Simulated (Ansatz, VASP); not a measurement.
## One calculation of AlSn, two programs

INCAR

```
SYSTEM = AlSn
  PREC = Accurate
  ENCUT = 520
  EDIFF = 1E-6
  ISMEAR = 1
  SIGMA = 0.1
  LREAL = .FALSE.
  LASPH = .TRUE.
  NELM = 80
  ALGO = Normal
  ISIF = 2
  LWAVE = .FALSE.
  LCHARG = .FALSE.
  GGA = PE
  NBANDS = 16
```

Contents of KPOINTS:

```
regular mesh
0
G
  8 8 9
  0 0 0
```

The input POSCAR:

```
AlSn
1.0
    4.2714501543      0.0000000000      0.0000000000
   -2.1357250772      3.6991838931      0.0000000000
    0.0000000000      0.0000000000      3.3646201712
Al Sn
1 1
Direct
    0.0000000000      0.0000000000      0.0000000000
    0.3333333333      0.6666666667      0.5000000000
```

Input for Ansatz:

```yaml
crystal:
  lattice:
    - [4.271450154304078, 0.0, 0.0]
    - [-2.135725077152039, 3.69918389309324, 0.0]
    - [0.0, 0.0, 3.3646201711938613]
  atoms:
    - { symbol: Al, position: [0.0, 0.0, 0.0] }
    - { symbol: Sn, position: [0.3333333333333333, 0.6666666666666666, 0.5] }
basis:
  ecutwfc: 420.0
kpoints:
  mp_grid:
    grid: [8, 8, 9]
hamiltonian:
  xc: pbe
  pseudopotentials:
    kind: paw
scf:
  convergence:
    dr2_threshold: 1.0e-09
  occupations:
    method: cold
    width: 0.1
output:
  stress: true
```

Alike in both runs: task single point; functional PBE; k mesh 8 × 8 × 9; no spin polarisation.

|  | VASP | Ansatz |
| --- | --- | --- |
| version | VASP 6.6.1 | Ansatz 0.2.0 |
| potentials or method | VASP PAW PBE potentials, release 64 (Al, Sn_d), cutoff 520 eV | plane waves, PAW |
| occupations | methfessel-paxton of order 1, width 0.1 eV | cold, width 0.1 eV |
| valence electrons in the cell | 17 | 17 |

|  | VASP | Ansatz | Ansatz less VASP |
| --- | --- | --- | --- |
| pressure (GPa) | -2.3 | -2.2 | +0.03 |
| traceless stress, the component that is largest in VASP (GPa) | -1.22 | -1.38 | -0.154 |

Ansatz's warnings: stress scf threshold loose.
